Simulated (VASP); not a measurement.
Write the native input for VASP 6.6.1 that does the following.

```
Task                   : single point
Functional             : PBE
Potentials or basis    : VASP PAW PBE potentials, release 64 (Te, Ti_sv)
Cutoff                 : 520 eV
k mesh                 : 8 × 8 × 4
Occupations            : fermi-dirac, width 0.05 eV
Spin                   : no spin polarisation
Dipole correction      : no
Further INCAR settings : ALGO = Normal; EDIFF = 1e-07; NBANDS = 19
```

The structure of TiTe2 lies in POSCAR:

```
TiTe2
1.0
    3.6998967326      0.0000000000      0.0000000000
   -1.8499483663      3.2042045618      0.0000000000
    0.0000000000      0.0000000000      6.3653505344
Te Ti
2 1
Direct
    0.3333333333      0.6666666667      0.7372000000
    0.6666666667      0.3333333333      0.2628000000
    0.0000000000      0.0000000000      0.0000000000
```

One way to write it, as run:

INCAR

```
SYSTEM = TiTe2
  PREC = Accurate
  ENCUT = 520
  EDIFF = 1E-7
  ISMEAR = -1
  SIGMA = 0.05
  LREAL = .FALSE.
  LASPH = .TRUE.
  NELM = 80
  ALGO = Normal
  ISIF = 2
  LWAVE = .FALSE.
  LCHARG = .FALSE.
  GGA = PE
  NBANDS = 19
```

KPOINTS

```
Automatic mesh
0
G
  8 8 4
  0 0 0
```

Potentials or basis: VASP PAW PBE potentials, release 64 (Te, Ti_sv).

Run with:

```console
$ cat potpaw_PBE.64/Te/POTCAR potpaw_PBE.64/Ti_sv/POTCAR > POTCAR
$ mpirun -np 1 vasp_std > vasp.out
```

It gave:

```json
{"Pressure": "5.5 GPa", "Largest force": "0.588 eV/Å", "Band gap on the k mesh": "zero (band 12 reaches 7.98 eV, above the bottom of band 13 at 7.21 eV)"}
```

Caveat: spin-orbit coupling is left out, which moves the levels of the heavy elements; this functional lacks dispersion, which binds the layers, so the pressure and a relaxed spacing across them are unreliable.

It took 48 s on 1 thread of Intel(R) Xeon(R) Platinum 8375C CPU @ 2.90GHz (Ice Lake), on a shared host, peak memory 0.2 GiB.
